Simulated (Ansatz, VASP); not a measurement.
## One calculation of NbSi2, two programs

```
CELL_PARAMETERS angstrom
4.81267 0.00000 0.00000
-2.40633 4.16789 0.00000
0.00000 0.00000 6.61521
ATOMIC_POSITIONS crystal
Nb 0.50000 0.00000 0.50000
Nb 0.50000 0.50000 0.83333
Nb 0.00000 0.50000 0.16667
Si 0.15945 0.31890 0.50000
Si 0.84055 0.15945 0.83333
Si 0.68110 0.84055 0.16667
Si 0.84055 0.68110 0.50000
Si 0.15945 0.84055 0.83333
Si 0.31890 0.15945 0.16667
```

Alike in both runs: functional PBE; k mesh 8 × 8 × 5; occupations fermi-dirac, width 0.1 eV; no spin polarisation.

Ansatz relaxed the structure, and its values are those at the end. VASP's run is a single point on that final structure, the one shown.

|  | VASP | Ansatz |
| --- | --- | --- |
| version | VASP 6.6.1 | Ansatz 0.2.0 |
| potentials or method | VASP PAW PBE potentials, release 64 (Nb_sv, Si), cutoff 520 eV | PAW plane waves |
| valence electrons in the cell | 63 | 63 |

```csv
,VASP,Ansatz,Ansatz less VASP
gap on the k mesh at the Fermi level (eV),none,none,-
pressure (GPa),-0.3,0.0,+0.23
```

A gap of «none» marks a metal or a gap that the smearing closes.
